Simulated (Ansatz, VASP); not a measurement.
## MoAu: VASP beside Ansatz

```
CELL_PARAMETERS angstrom
5.02346 0.00000 0.00000
0.00000 5.02346 0.00000
0.00000 0.00000 5.02346
ATOMIC_POSITIONS crystal
Au 0.15271 0.15271 0.15271
Au 0.34729 0.84729 0.65271
Au 0.65271 0.34729 0.84729
Au 0.84729 0.65271 0.34729
Mo 0.84767 0.84767 0.84767
Mo 0.65233 0.15233 0.34767
Mo 0.34767 0.65233 0.15233
Mo 0.15233 0.34767 0.65233
```

Alike in both runs: functional PBE; k mesh 7 × 7 × 7; no spin polarisation.

Ansatz relaxed the structure, and its values are those at the end. VASP's run is a single point on that final structure, the one shown.

```csv
,VASP,Ansatz
version,VASP 6.6.1,Ansatz 0.2.0
potentials or method,"VASP PAW PBE potentials, release 64 (Au, Mo_sv), cutoff 520 eV",PAW plane waves
occupations,"fermi-dirac, width 0.1 eV",fermi-dirac
valence electrons in the cell,100,132
```

```csv
,VASP,Ansatz,Ansatz less VASP
pressure (GPa),17.4,17.5,+0.11
rms of the force components (eV/Å),0.009,0.009,0.0000
```

VASP's potentials hold 100 valence electrons a cell and Ansatz's 132, so a difference there can come from the potentials and not from the codes. Ansatz's warnings: stress scf threshold loose.

Spin-orbit coupling is off throughout.
